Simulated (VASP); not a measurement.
**HfS2: single point with r2SCAN**

The system is HfS2.

```
CELL_PARAMETERS angstrom
3.63030 0.00000 0.00000
-1.81515 3.14393 0.00000
0.00000 0.00000 5.87836
ATOMIC_POSITIONS crystal
Hf 0.00000 0.00000 0.00000
S 0.33333 0.66667 0.24463
S 0.66667 0.33333 0.75537
```

```json
{
 "Program": "VASP 6.6.1",
 "Task": "single point",
 "Functional": "r2SCAN",
 "Potentials or basis": "VASP PAW PBE potentials, release 64 (Hf_pv, S)",
 "Cutoff": "550 eV",
 "k mesh": "12 × 12 × 4",
 "Occupations": "gaussian, width 0.01 eV",
 "Spin": "no spin polarisation"
}
```

```
Pressure               : 0.2 GPa
Largest force          : 0.124 eV/Å
Band gap on the k mesh : 1.37 eV (least direct gap 2.26 eV)
```

Forces in eV/Å, atoms in the order of the input:
```
Hf   0.000  0.000  0.000
S    0.000  0.000 -0.124
S    0.000  0.000  0.124
```

Stress tensor (GPa, compression positive):
```
0.18 0.00 0.00
0.00 0.18 0.00
0.00 0.00 0.34
```

Levels at points of the mesh, in eV from the valence-band top:
| k point | band 8 | band 9 | band 10 | band 11 | band 12 | band 13 | band 14 | band 15 |
| --- | --- | --- | --- | --- | --- | --- | --- | --- |
| (0.00, 0.00, 0.00) | -2.95 | -0.15 | -0.15 | -0.02 | 2.26 | 2.26 | 2.96 | 5.73 |
| (0.50, 0.00, 0.00) | -2.62 | -2.58 | -2.06 | -1.46 | 1.51 | 4.38 | 4.45 | 6.70 |
| (0.00, 0.00, 0.50) | -2.91 | -1.89 | -0.29 | -0.29 | 2.22 | 2.22 | 3.27 | 6.17 |
| (0.50, 0.00, 0.50) | -2.78 | -2.44 | -1.20 | -0.97 | 1.37 | 4.36 | 4.49 | 6.19 |

Wall time 6.4 min on 1 thread of AMD EPYC 9R14 (Zen 4), on a shared host, peak memory 0.22 GiB.

Caveat: the PAW data sets were made with another functional, which shifts forces and pressure a little; spin-orbit coupling is left out, which moves the levels of the heavy elements. A k mesh can miss the band edges.
